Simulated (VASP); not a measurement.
A run of VASP 6.6.1:

The input INCAR:

```
SYSTEM = Ga2GeO2
  PREC = Accurate
  ENCUT = 600
  EDIFF = 1E-7
  ISMEAR = 0
  SIGMA = 0.1
  LREAL = .False.
  LASPH = .True.
  NELM = 60
  ALGO = Normal
  ISIF = 3
  LWAVE = .False.
  LCHARG = .False.
  GGA = PE
  IBRION = 2
  NSW = 100
  EDIFFG = -0.01
```

KPOINTS

```
Automatic mesh
0
Gamma
  12 12 6
  0 0 0
```

File POSCAR:

```
Ga2GeO2
1.0
    3.1285565063      0.0000000000      0.0000000000
   -1.5642782531      2.7094094116      0.0000000000
    0.0000000000      0.0000000000      8.5615731032
Ga Ge O
2 1 2
Direct
    0.6666666667      0.3333333333      0.2592274323
    0.3333333333      0.6666666667      0.7407725677
    0.0000000000      0.0000000000      0.0000000000
    0.6666666667      0.3333333333      0.6560836005
    0.3333333333      0.6666666667      0.3439163995
```

Potentials or basis: VASP PAW PBE potentials, release 64 (Ga_d, Ge_d, O).

Command:

```bash
$ cat potpaw_PBE.64/Ga_d/POTCAR potpaw_PBE.64/Ge_d/POTCAR potpaw_PBE.64/O/POTCAR > POTCAR
$ mpirun -np 1 vasp_std > vasp.out
```

Hardware: 1 thread of Intel(R) Xeon(R) 6975P-C (Granite Rapids), on a shared host.

Problem. How long does it take, and how much memory?

Solution. Run time: 39 min on 1 thread of Intel(R) Xeon(R) 6975P-C (Granite Rapids), on a shared host, peak memory 0.44 GiB. Counts: scf iterations 226, k points 100, ion steps 29.
